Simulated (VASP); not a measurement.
A run of VASP 6.6.1 is set up as follows.

Contents of INCAR:

```
ALGO = Normal ; EDIFF = 1E-8
ENCUT = 520 ; GGA = PE
ISIF = 2 ; ISMEAR = -1
LASPH = True ; LCHARG = False
LEFG = True ; LREAL = False
LWAVE = False ; NBANDS = 14
NELM = 80 ; PREC = Accurate
SIGMA = 0.03
```

The input KPOINTS:

```
k-points
0
Gamma
  10 10 10
```

File POSCAR:

```
HfN
1.0
    0.0000000000      2.3267700000      2.2590000000
    2.3267700000      0.0000000000      2.2590000000
    2.3267700000      2.3267700000      0.0000000000
Hf N
1 1
Direct
    0.0000000000      0.0000000000      0.0000000000
    0.5000000000      0.5000000000      0.5000000000
```

Potentials or basis: VASP PAW PBE potentials, release 64 (Hf_pv, N).

The run is started by

```bash
$ cat potpaw_PBE.64/Hf_pv/POTCAR potpaw_PBE.64/N/POTCAR > POTCAR
$ mpirun -np 1 vasp_std > vasp.out
```

Q: What does it give for the pressure?

A: -11.2 GPa.

Stress tensor (GPa, compression positive):
```
-14.67   0.00   0.00
  0.00 -14.67   0.00
  0.00   0.00  -4.37
```

Caveat: the cell differs from its parent crystal (equal xx and yy strain of +3 %); without QUAD_EFG the Cq values of the log hold for a quadrupole moment of 1 mb, not for the nuclei.
